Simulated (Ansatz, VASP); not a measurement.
Two plane-wave programs on In4P

```xyz
5
Lattice="-3.2990 3.2990 3.2990 3.2990 -3.2990 3.2990 3.2990 3.2990 -3.2990" Properties=species:S:1:pos:R:3 pbc="T T T"
In    1.6495    1.6495   -1.6495
In   -1.6495    1.6495    1.6495
In    1.6495   -1.6495    1.6495
In    1.6495    1.6495    1.6495
P     0.0000    0.0000    0.0000
```

Change from the starting cell: species swapped into the H4C type (I-43m, No. 217).

Alike in both runs: functional PBE; k mesh 8 × 8 × 8; occupations gaussian, width 0.1 eV; no spin polarisation.

Ansatz relaxed the structure, and its values are those at the end. VASP's run is a single point on that final structure, the one shown.

```csv
,VASP,Ansatz
version,VASP 6.6.1,Ansatz 0.2.0
potentials or method,"VASP PAW PBE potentials, release 64 (In_d, P), cutoff 520 eV","scalar-relativistic, plane waves, PAW"
valence electrons in the cell,57,57
```

|  | VASP | Ansatz | Ansatz less VASP |
| --- | --- | --- | --- |
| gap on the k mesh at the Fermi level (eV) | none | none | - |
| pressure (GPa) | 0.0 | 0.0 | +0.03 |

A gap of «none» marks a metal or a gap that the smearing closes.
